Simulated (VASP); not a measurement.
# Hf (P6_3/mmc) in VASP: settings compared

The runs below take Hf through density of states, vibrations by perturbation theory, elastic constants, with LDA, PBEsol.

Everything below comes from runs of VASP 6.6.1. Logs are shortened: lines on timing, memory, paths and dates and some standing lists are left out, and cuts for length are marked.

### Step 1. The cell of the first run

Symmetry: P6_3/mmc, No. 194, hexagonal system. The conventional cell has a = 3.109 Å, b = 3.109 Å, c = 4.919 Å, α = 90.00°, β = 90.00°, γ = 120.00°. Hf (site symmetry -6m2) has 12 Hf at 3.04 to 3.11 Å within 4.0 Å.

### Step 2. Density of states, LDA (volume scaled by 0.92)

POSCAR

```
Hf
1.0
    3.1090747008      0.0000000000      0.0000000000
   -1.5545373504      2.6925376732      0.0000000000
    0.0000000000      0.0000000000      4.9191597652
Hf
2
Direct
    0.6666666667      0.3333333333      0.7500000000
    0.3333333333      0.6666666667      0.2500000000
```

INCAR.step1

```
ALGO = Fast
EDIFF = 1E-7
ENCUT = 520
ISIF = 2
ISMEAR = -1
LASPH = True
LCHARG = True
LMAXMIX = 4
LREAL = False
LWAVE = False
NBANDS = 17
NELM = 80
PREC = Accurate
SIGMA = 0.025
```

KPOINTS.step1

```
k-points
0
Gamma
  10 10 5
```

INCAR.step2

```
ALGO = Fast
EDIFF = 1E-7
ENCUT = 520
ICHARG = 11
ISIF = 2
ISMEAR = -5
LASPH = True
LCHARG = False
LMAXMIX = 4
LORBIT = 10
LREAL = False
LWAVE = False
NEDOS = 1001
NELM = 80
PREC = Accurate
SIGMA = 0.025
```

KPOINTS.step2

```
k-points
0
Gamma
  15 15 8
```

Potentials or basis: VASP PAW LDA potentials, release 64 (Hf_pv).

On the command line:

```
cat potpaw_LDA.64/Hf_pv/POTCAR > POTCAR
cp INCAR.step1 INCAR
cp KPOINTS.step1 KPOINTS
mpirun -np 1 vasp_std > vasp.out
cp INCAR.step2 INCAR
cp KPOINTS.step2 KPOINTS
mpirun -np 1 vasp_std > vasp.out
```

OUTCAR:

```text
EDIFF = 1E-7
   ENCUT = 520
   ICHARG = 11
   ISIF = 2
   ISMEAR = -5
   LASPH = True
   LORBIT = 10
   LREAL = False
   NELM = 80
   PREC = Accurate

 ion  position               nearest neighbor table
   1  0.667  0.333  0.750-   2 3.04   2 3.04   2 3.04   2 3.04   2 3.04   2 3.04
   2  0.333  0.667  0.250-   1 3.04   1 3.04   1 3.04   1 3.04   1 3.04   1 3.04

  LATTYP: Found a hexagonal cell.
 ALAT       =     3.1090747008
 C/A-ratio  =     1.5821941377

  Lattice vectors:

 A1 = (   3.1090747008,   0.0000000000,   0.0000000000)
 A2 = (  -1.5545373504,   2.6925376732,   0.0000000000)
 A3 = (   0.0000000000,   0.0000000000,   4.9191597652)

Analysis of symmetry for initial positions (statically):
=====================================================================
 Subroutine PRICEL returns:
 Original cell was already a primitive cell.

 Routine SETGRP: Setting up the symmetry group for a
 hexagonal supercell.

 Subroutine GETGRP returns: Found 24 space group operations
 (whereof 12 operations were pure point group operations)
 out of a pool of 24 trial point group operations.

The static configuration has the point symmetry D_3d.
 The point group associated with its full space group is D_6h.

Analysis of symmetry for dynamics (positions and initial velocities):
=====================================================================
 Subroutine PRICEL returns:
 Original cell was already a primitive cell.

 Routine SETGRP: Setting up the symmetry group for a
 hexagonal supercell.

 Subroutine GETGRP returns: Found 24 space group operations
 (whereof 12 operations were pure point group operations)
 out of a pool of 24 trial point group operations.

The dynamic configuration has the point symmetry D_3d.
 The point group associated with its full space group is D_6h.

 Subroutine INISYM returns: Found 24 space group operations
 (whereof 12 operations are pure point group operations),
 and found     1 'primitive' translations

----------------------------------------------------------------------------------------

                                     Primitive cell

  volume of cell :      41.1798

  direct lattice vectors                    reciprocal lattice vectors
     3.109074701  0.000000000  0.000000000     0.321639104  0.185698423  0.000000000
    -1.554537350  2.692537673  0.000000000     0.000000000  0.371396846  0.000000000
     0.000000000  0.000000000  4.919159765     0.000000000  0.000000000  0.203286750

  length of vectors
     3.109074701  3.109074701  4.919159765     0.371396846  0.371396846  0.203286750

  position of ions in fractional coordinates (direct lattice)
     0.666666667  0.333333333  0.750000000
     0.333333333  0.666666667  0.250000000

  ion indices of the primitive-cell ions
   primitive index   ion index
                 1           1
                 2           2

----------------------------------------------------------------------------------------

 KPOINTS: k-points

Automatic generation of k-mesh.
 Grid dimensions read from file:
 generate k-points for:   15   15    8

 Generating k-lattice:

  Cartesian coordinates                     Fractional coordinates (reciprocal lattice)
     0.021442607  0.012379895  0.000000000     0.066666667  0.000000000  0.000000000
     0.000000000  0.024759790  0.000000000     0.000000000  0.066666667  0.000000000
     0.000000000  0.000000000  0.025410844     0.000000000  0.000000000  0.125000000

  Length of vectors
     0.024759790  0.024759790  0.025410844

  Shift w.r.t. Gamma in fractional coordinates (k-lattice)
     0.000000000  0.000000000  0.000000000

 TETIRR: Found   1832 inequivalent tetrahedra from    10800

 Subroutine IBZKPT returns following result:
 ===========================================

 Found    135 irreducible k-points:

 Following reciprocal coordinates:
            Coordinates               Weight
  0.000000  0.000000  0.000000      1.000000
  0.066667  0.000000  0.000000      6.000000
  0.133333  0.000000  0.000000      6.000000
  0.200000  0.000000  0.000000      6.000000
  0.266667  0.000000  0.000000      6.000000
  0.333333  0.000000  0.000000      6.000000
[... 16 lines left out ...]
  0.333333  0.200000  0.000000     12.000000
  0.400000  0.200000  0.000000      6.000000
 [... further k-points ...]
   k-points           NKPTS =    135   k-points in BZ     NKDIM =    135   number of bands    NBANDS=     14
   number of dos      NEDOS =   1001   number of ions     NIONS =      2
   total plane-waves  NPLWV =  23040
   dimension x,y,z NGX =    24 NGY =   24 NGZ =   40
   dimension x,y,z NGXF=    48 NGYF=   48 NGZF=   80
   ions per type =               2
   NGX,Y,Z   is equivalent  to a cutoff of  12.83, 12.83, 13.52 a.u.
   NGXF,Y,Z  is equivalent  to a cutoff of  25.67, 25.67, 27.04 a.u.
 SYSTEM =  unknown system
   PREC   = accura    normal or accurate (medium, high low for compatibility)
   ISTART =      0    job   : 0-new  1-cont  2-samecut
   ICHARG =     11    charge: 1-file 2-atom 10-const
   ISPIN  =      1    spin polarized calculation?
   LNONCOLLINEAR =      F non collinear calculations
   LSORBIT =      F    spin-orbit coupling
   LASPH  =      T    aspherical Exc in radial PAW
   ENCUT  =  520.0 eV  38.22 Ry    6.18 a.u.   5.78  5.78  9.15*2*pi/ulx,y,z
   NELM   =     80;   NELMIN=  2; NELMDL=  0     # of ELM steps
   EDIFF  = 0.1E-06   stopping-criterion for ELM
   LREAL  =      F    real-space projection
   EDIFFG = 0.1E-05   stopping-criterion for IOM
   NSW    =      0    number of steps for IOM
   IBRION =     -1    ionic relax: 0-MD 1-quasi-New 2-CG
   NFREE  =      0    steps in history (QN), initial steepest desc. (CG)
   ISIF   =      2    stress and relaxation
   ISYM   =      2    0-nonsym 1-usesym 2-fastsym
   POTIM  = 0.5000    time-step for ionic-motion
   TEBEG  =    0.0;   TEEND  =   0.0 temperature during run
   PSTRESS=    0.0 pullay stress
   NELECT =      20.0000    total number of electrons
   NUPDOWN=      -1.0000    fix difference up-down
   EMIN   =  10.00;   EMAX   =-10.00  energy-range for DOS
   EFERMI =   0.00;   METHOD = LEGACY
   ISMEAR =    -5;   SIGMA  =   0.03  broadening in eV -4-tet -1-fermi 0-gaus
   EFERMI_NEDOS =   21; number of points for ismear=-14 and -15
   IALGO  =     68    algorithm
   IMIX   =      4    mixing-type and parameters
     AMIX     =   0.40;   BMIX     =  1.00
     AMIX_MAG =   1.60;   BMIX_MAG =  1.00
  volume/ion in A,a.u.               =      20.59       138.95
  Fermi-wavevector in a.u.,A,eV,Ry     =   1.286837  2.431769 22.530560  1.655949
  Thomas-Fermi vector in A             =   2.418887
   LORBIT       =     10    0 simple, 1 ext, 2 COOP (PROOUT), +10 PAW based schemes
   GGA     = CA    functional components
   LHFCALC =     F    Hartree Fock is set to
   AEXX    =    0.0000 exact exchange contribution
   IVDW    =     0    specifies the selected vdW correction
   LEPSILON=     F    determine dielectric tensor
   LRPA    =     F    only Hartree local field effects (RPA)
 non-spin polarized calculation
 RMM-DIIS sequential band-by-band and
 Fermi weights with tetrahedron method with Bloechl corrections
  energy-cutoff  :      520.00
  volume of cell :       41.18
 maximum number of plane-waves:      1130
 NGX is ok and might be reduce to    24

 number of electron      20.0000000 magnetization

 Free energy of the ion-electron system (eV)
  ---------------------------------------------------
  ext. energy  EPLUGINS =         0.00000000
  ---------------------------------------------------
  free energy    TOTEN  =       -21.38816022 eV

  energy without entropy =      -21.38816022  energy(sigma->0) =      -21.38816022

 E-fermi :   5.4217     XC(G=0): -11.8539

 val. band max:        5.5031039593   @ k =   0.0000   0.0000   0.5000
 cond. band min:       5.3595958979   @ k =   0.0667   0.0000   0.5000
 fundamental gap:     -0.1435080615
 Fermi energy:         5.4217232821

 k-point     1 :       0.0000    0.0000    0.0000
  band No.  band energies     occupation
      1     -25.5225      2.00000
      2     -24.5276      2.00000
      3     -24.5276      2.00000
      4     -24.3591      2.00000
      5     -24.3585      2.00000
      6     -24.3585      2.00000
      7      -2.1960      2.00000
      8       1.4198      2.00000
      9       6.5148      0.00000
     10       6.5148      0.00000
     11       6.5194      0.00000
     12       6.8231      0.00000
     13       7.4223      0.00000
     14       7.4227      0.00000

 k-point     2 :       0.0667    0.0000    0.0000
  band No.  band energies     occupation
      1     -25.5071      2.00000
      2     -24.5614      2.00000
      3     -24.5389      2.00000
      4     -24.3944      2.00000
      5     -24.3661      2.00000
      6     -24.3629      2.00000
      7      -2.0457      2.00000
      8       1.5672      2.00000
      9       6.1149     -0.02634
     10       6.2743      0.00000
     11       6.6556      0.00000
     12       7.1310      0.00000
     13       7.2704      0.00000
     14       7.5563      0.00000

 k-point     3 :       0.1333    0.0000    0.0000
  band No.  band energies     occupation
      1     -25.4622      2.00000
      2     -24.6569      2.00000
      3     -24.5701      2.00000
      4     -24.4936      2.00000
      5     -24.3874      2.00000
      6     -24.3757      2.00000
      7      -1.6115      2.00000
      8       1.9767      2.00000
      9       5.5244      0.85323
     10       5.6492      0.29839
     11       6.8412      0.00000
     12       7.0732      0.00000
     13       7.5561      0.00000
     14       7.6047      0.00000
[... 324 lines left out ...]
 k-point    23 :       0.3333    0.2000    0.0000
  band No.  band energies     occupation
      1     -25.1982      2.00000
      2     -25.0366      2.00000
      3     -24.9940      2.00000
      4     -24.8656      2.00000
      5     -24.6828      2.00000
      6     -24.6401      2.00000
      7       2.5503      2.00000
      8       3.0076      2.00000
      9       3.3203      2.00000
     10       4.2348      2.00000
     11       5.6673      0.00000
     12       6.2662      0.00000
     13       7.1416      0.00000
     14      10.3244      0.00000

 k-point    24 :       0.4000    0.2000    0.0000
  band No.  band energies     occupation
      1     -25.2221      2.00000
      2     -25.0281      2.00000
      3     -24.9517      2.00000
      4     -24.9018      2.00000
      5     -24.7180      2.00000
      6     -24.6523      2.00000
      7       2.7857      2.00000
      8       2.9293      2.00000
      9       3.2409      2.00000
     10       4.3076      2.00000
     11       5.7181      0.00000
     12       6.1026      0.00000
     13       7.3842      0.00000
     14      10.8416      0.00000

 [... further k-points ...]
[... 5 lines left out ...]
  --------------------------------------------------------------------------------------
  -------------------------------------------------------------------------------------
  Total        0.3539784      0.3539784      0.4586021      0.0000000      0.0000000      0.0000000
  in kB       13.7722046     13.7722046     17.8427876      0.0000000      0.0000000      0.0000000
  external PRESSURE =      15.1290656 kB  Pullay stress =       0.0000000 kB

 VOLUME and BASIS-vectors are now :
 -----------------------------------------------------------------------------
  energy-cutoff  :      520.00
  volume of cell :       41.18
      direct lattice vectors                 reciprocal lattice vectors
     3.109074701  0.000000000  0.000000000     0.321639104  0.185698423  0.000000000
    -1.554537350  2.692537673  0.000000000     0.000000000  0.371396846  0.000000000
     0.000000000  0.000000000  4.919159765     0.000000000  0.000000000  0.203286750

 POSITION                                       TOTAL-FORCE (eV/Angst)
 -----------------------------------------------------------------------------------
      1.55454      0.89751      3.68937        -0.000000      0.000000      0.000000
     -0.00000      1.79503      1.22979         0.000000      0.000000      0.000000
 -----------------------------------------------------------------------------------
    total drift:                               -0.000000      0.000000     -0.000000

  FREE ENERGIE OF THE ION-ELECTRON SYSTEM (eV)
  ---------------------------------------------------
  free  energy   TOTEN  =       -21.3881602186 eV

  energy  without entropy=      -21.3881602186  energy(sigma->0) =      -21.38816022

 total charge

# of ion       s       p       d       tot
------------------------------------------
    1        0.416   6.412   1.690   8.519
    2        0.416   6.412   1.690   8.519
--------------------------------------------------
tot          0.833  12.824   3.381  17.037
```

It took 28 s on 1 thread of Intel Xeon 6975P-C, shared host; peak memory 0.19 GiB.

Results:

- Valence electrons inside the program's atomic spheres: Hf 8.52

Caveat: spin-orbit coupling is left out, which moves the levels of the heavy elements; tetrahedron occupations give inexact forces and stress in metals.

[end of part 1 of 2]
